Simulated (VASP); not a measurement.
**SnTe: single point with PBE**

Crystal: SnTe.

```
Sn Te
1.0
     0.00000    3.15650    3.15650
     3.15650    0.00000    3.15650
     3.15650    3.15650    0.00000
Sn Te
1 1
Direct
  0.00000 0.00000 0.00000
  0.50000 0.50000 0.50000
```

```
Program             : VASP 6.6.1
Task                : single point
Functional          : PBE
Potentials or basis : VASP PAW PBE potentials, release 64 (Sn_d, Te)
Cutoff              : 520 eV
k mesh              : 11 × 11 × 11
Occupations         : fermi-dirac, width 0.08 eV
Spin                : non-collinear spin, zero start, spin-orbit coupling
Starting moments    : [[0.0, 0.0, 0.0], [0.0, 0.0, 0.0]] μB
```

```json
{"Pressure": "2.0 GPa", "Net moment": "0.00 μB per cell", "Valence electrons inside the program's atomic spheres": "Sn 12.09; Te 3.38"}
```

Moments on the atoms (μB; x, y, z):
```
Sn  0.00 0.00 0.00
Te  0.00 0.00 0.00
```

Wall time 4.2 min on 1 thread of Intel(R) Xeon(R) Platinum 8488C (Sapphire Rapids), on a shared host, peak memory 0.48 GiB.
